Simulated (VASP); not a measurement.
# NbTe (P-6m2) in VASP: notebook, part 2 of 2

VASP 6.6.1. Earlier steps stand in the parts before.

### 4 Single point, PBEsol

This run uses another cell than the first one, of 21.93 Å³/atom, 1.041 times its volume.

INCAR

```
SYSTEM = NbTe
  PREC = Accurate
  ENCUT = 520
  EDIFF = 1E-6
  ISMEAR = -1
  SIGMA = 0.05
  LREAL = .False.
  LASPH = .True.
  NELM = 100
  ALGO = Normal
  ISIF = 2
  LWAVE = .False.
  LCHARG = .False.
  GGA = PS
  NBANDS = 16
```

KPOINTS

```
regular mesh
0
Gamma
  7 7 6
  0 0 0
```

POSCAR

```
NbTe
1.0
    3.7029743866      0.0000000000      0.0000000000
   -1.8514871933      3.2068698884      0.0000000000
    0.0000000000      0.0000000000      3.6942110000
Te Nb
1 1
Direct
    0.6666666667      0.3333333333      0.0000000000
    0.0000000000      0.0000000000      0.5000000000
```

Potentials or basis: VASP PAW PBE potentials, release 64 (Te, Nb_sv).

Started as:

```console
cat potpaw_PBE.64/Te/POTCAR potpaw_PBE.64/Nb_sv/POTCAR > POTCAR
mpirun -np 1 vasp_std > vasp.out
```

OUTCAR:

```text
SYSTEM = NbTe
   PREC = Accurate
   ENCUT = 520
   EDIFF = 1E-6
   ISMEAR = -1
   LREAL = .False.
   LASPH = .True.
   NELM = 100
   ISIF = 2
   GGA = PS

 ion  position               nearest neighbor table
   1  0.667  0.333  0.000-   2 2.83   2 2.83   2 2.83   2 2.83   2 2.83   2 2.83
   2  0.000  0.000  0.500-   1 2.83   1 2.83   1 2.83   1 2.83   1 2.83   1 2.83

  LATTYP: Found a hexagonal cell.
 ALAT       =     3.7029743866
 C/A-ratio  =     0.9976334196

  Lattice vectors:

 A1 = (   3.7029743866,   0.0000000000,   0.0000000000)
 A2 = (  -1.8514871933,   3.2068698884,   0.0000000000)
 A3 = (   0.0000000000,   0.0000000000,   3.6942110000)

Analysis of symmetry for initial positions (statically):
=====================================================================
 Subroutine PRICEL returns:
 Original cell was already a primitive cell.

 Routine SETGRP: Setting up the symmetry group for a
 hexagonal supercell.

 Subroutine GETGRP returns: Found 12 space group operations
 (whereof 12 operations were pure point group operations)
 out of a pool of 24 trial point group operations.

The static configuration has the point symmetry D_3h.

Analysis of symmetry for dynamics (positions and initial velocities):
=====================================================================
 Subroutine PRICEL returns:
 Original cell was already a primitive cell.

 Routine SETGRP: Setting up the symmetry group for a
 hexagonal supercell.

 Subroutine GETGRP returns: Found 12 space group operations
 (whereof 12 operations were pure point group operations)
 out of a pool of 24 trial point group operations.

The dynamic configuration has the point symmetry D_3h.

 Subroutine INISYM returns: Found 12 space group operations
 (whereof 12 operations are pure point group operations),
[... 105 lines left out ...]
   TEBEG  =    0.0;   TEEND  =   0.0 temperature during run
   PSTRESS=    0.0 pullay stress
   NELECT =      19.0000    total number of electrons
   NUPDOWN=      -1.0000    fix difference up-down
   EMIN   =  10.00;   EMAX   =-10.00  energy-range for DOS
   EFERMI =   0.00;   METHOD = LEGACY
   ISMEAR =    -1;   SIGMA  =   0.05  broadening in eV -4-tet -1-fermi 0-gaus
   EFERMI_NEDOS =   21; number of points for ismear=-14 and -15
   IALGO  =     38    algorithm
   IMIX   =      4    mixing-type and parameters
     AMIX     =   0.40;   BMIX     =  1.00
     AMIX_MAG =   1.60;   BMIX_MAG =  1.00
  volume/ion in A,a.u.               =      21.93       148.02
  Fermi-wavevector in a.u.,A,eV,Ry     =   1.238630  2.340671 20.874103  1.534203
  Thomas-Fermi vector in A             =   2.373147
   LORBIT       =      0    0 simple, 1 ext, 2 COOP (PROOUT), +10 PAW based schemes
   GGA     = PS    functional components
   LHFCALC =     F    Hartree Fock is set to
   AEXX    =    0.0000 exact exchange contribution
   IVDW    =     0    specifies the selected vdW correction
   LEPSILON=     F    determine dielectric tensor
   LRPA    =     F    only Hartree local field effects (RPA)
 non-spin polarized calculation
  energy-cutoff  :      520.00
  volume of cell :       43.87
 maximum number of plane-waves:      1194
 NGX is ok and might be reduce to    28
   NGX = 13   NGY = 13   NGZ = 13

 number of electron      18.9999998 magnetization

 Free energy of the ion-electron system (eV)
  ---------------------------------------------------
  ext. energy  EPLUGINS =         0.00000000
  ---------------------------------------------------
  free energy    TOTEN  =       -14.86545780 eV

  energy without entropy =      -14.85297440  energy(sigma->0) =      -14.85921610

 E-fermi :  10.8546     XC(G=0): -11.3924

 val. band max:       10.8201649384   @ k =   0.2857  -0.0000   0.0000
 cond. band min:      10.8601680216   @ k =   0.2857  -0.0000   0.3333
 fundamental gap:      0.0400030832
 Fermi energy:        10.8545680444

 k-point     1 :       0.0000    0.0000    0.0000
  band No.  band energies     occupation
      1     -44.6041      2.00000
      2     -20.8263      2.00000
      3     -20.6255      2.00000
      4     -20.6255      2.00000
      5      -3.3716      2.00000
      6       7.7417      2.00000
[... 433 lines left out ...]
      3     -20.7208      2.00000
      4     -20.6832      2.00000
      5      -1.3253      2.00000
      6       4.8338      2.00000
[... 8 lines left out ...]
     15      16.2534      0.00000
     16      18.9346      0.00000

 [... further k-points ...]
[... 5 lines left out ...]
  --------------------------------------------------------------------------------------
  -------------------------------------------------------------------------------------
  Total       -1.4145950     -1.4145950     -1.5313709      0.0000000      0.0000000      0.0000000
  in kB      -51.6641088    -51.6641088    -55.9290209      0.0000000      0.0000000      0.0000000
  external PRESSURE =     -53.0857462 kB  Pullay stress =       0.0000000 kB

 VOLUME and BASIS-vectors are now :
 -----------------------------------------------------------------------------
  energy-cutoff  :      520.00
  volume of cell :       43.87
      direct lattice vectors                 reciprocal lattice vectors
     3.702974387  0.000000000  0.000000000     0.270053178  0.155915275  0.000000000
    -1.851487193  3.206869888  0.000000000     0.000000000  0.311830550  0.000000000
     0.000000000  0.000000000  3.694211000     0.000000000  0.000000000  0.270693796

 POSITION                                       TOTAL-FORCE (eV/Angst)
 -----------------------------------------------------------------------------------
      1.85149      1.06896      0.00000        -0.000000      0.000000      0.000000
      0.00000      0.00000      1.84711         0.000000      0.000000      0.000000
 -----------------------------------------------------------------------------------
    total drift:                               -0.000000      0.000000      0.000000

  FREE ENERGIE OF THE ION-ELECTRON SYSTEM (eV)
  ---------------------------------------------------
  free  energy   TOTEN  =       -14.8654577959 eV

  energy  without entropy=      -14.8529743984  energy(sigma->0) =      -14.85921610
```

stdout:

```text
POSCAR found type information on POSCAR TeNb
 POSCAR found :  2 types and       2 ions
 scaLAPACK will be used
 -----------------------------------------------------------------------------
|                                                                             |
|                                                                             |
|     You enforced a specific xc type in the INCAR file but a different       |
|     I HOPE YOU KNOW WHAT YOU ARE DOING!                                     |
|                                                                             |
 -----------------------------------------------------------------------------

 LDA part: xc-table for (Slater+PW92), standard interpolation
 POSCAR, INCAR and KPOINTS ok, starting setup
 FFT: planning ... GRIDC
 FFT: planning ... GRID_SOFT
 FFT: planning ... GRID
 WAVECAR not read
 entering main loop
```

It took 8.5 s on 1 thread of Intel Xeon 6975P-C (Granite Rapids), shared host; peak memory 0.16 GiB.

What came out:

```
Free energy : -14.8655 eV
Pressure    : -5.3 GPa
```

Stress tensor (GPa, compression positive):
```
-5.17  0.00  0.00
 0.00 -5.17  0.00
 0.00  0.00 -5.59
```

Levels at points of the mesh, in eV from the Fermi level:
```
           k point  band 7  band 8  band 9  band 10  band 11  band 12  band 13  band 14
(0.00, 0.00, 0.00)   -3.11   -2.98   -2.30     0.17     0.17     2.48     2.48     2.84
(0.00, 0.00, 0.50)   -2.58   -2.58   -0.93    -0.93     0.69     1.68     1.68     5.27
```

Caveat: the PAW data sets were made with another functional, which shifts forces and pressure a little; spin-orbit coupling is left out, which moves the levels of the heavy elements.

### 5 The runs side by side

| cell | gap on the mesh (eV) | pressure (GPa) |
| --- | --- | --- |
| a = 3.629, b = 3.629, c = 3.694 Å, angles 90.0, 90.0, 120.0°, 2 atoms | none | -0.9 |
| a = 3.666, b = 3.666, c = 3.694 Å, angles 90.0, 90.0, 120.0°, 2 atoms | none | -3.2 |
| a = 3.703, b = 3.703, c = 3.694 Å, angles 90.0, 90.0, 120.0°, 2 atoms | none | -5.3 |

Alike in all rows: task single point; level PBEsol; potentials or basis VASP PAW PBE potentials, release 64 (Te, Nb_sv); no spin polarisation; k mesh 7 × 7 × 6; cutoff (eV) 520; smearing fermi-dirac 0.05 eV.

Caveats: the PAW data sets were made with another functional, which shifts forces and pressure a little; spin-orbit coupling is left out, which moves the levels of the heavy elements.

Total energies depend on the potentials used, so only differences within one code and one set of settings carry meaning.
